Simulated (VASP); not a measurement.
Here is a VASP 6.6.1 calculation.

The input INCAR:

```
PREC = Accurate
ENCUT = 520
EDIFF = 1E-7
ISMEAR = 0
SIGMA = 0.15
LREAL = False
LASPH = True
NELM = 80
ALGO = Fast
ISIF = 2
LWAVE = False
LCHARG = True
GGA = PE
LELF = True
LVHAR = True
NBANDS = 12
```

The input KPOINTS:

```
regular mesh
0
Gamma
  24 24 24
```

Contents of POSCAR:

```
Cu
1.0
   -1.5238777975      1.5238777975      1.4294612597
    1.5238777975     -1.5238777975      1.4294612597
    1.5238777975      1.5238777975     -1.4294612597
Cu
1
Direct
    0.0000000000      0.0000000000      0.0000000000
```

Potentials or basis: VASP PAW PBE potentials, release 64 (Cu).

Launch:

```console
$ cat potpaw_PBE.64/Cu/POTCAR > POTCAR
$ mpirun -np 1 vasp_std > vasp.out
```

Problem. Predict the pressure.

Solution. -10.2 GPa.

Stress tensor (GPa, compression positive):
```
-10.05   0.00   0.00
  0.00 -10.05   0.00
  0.00   0.00 -10.48
```
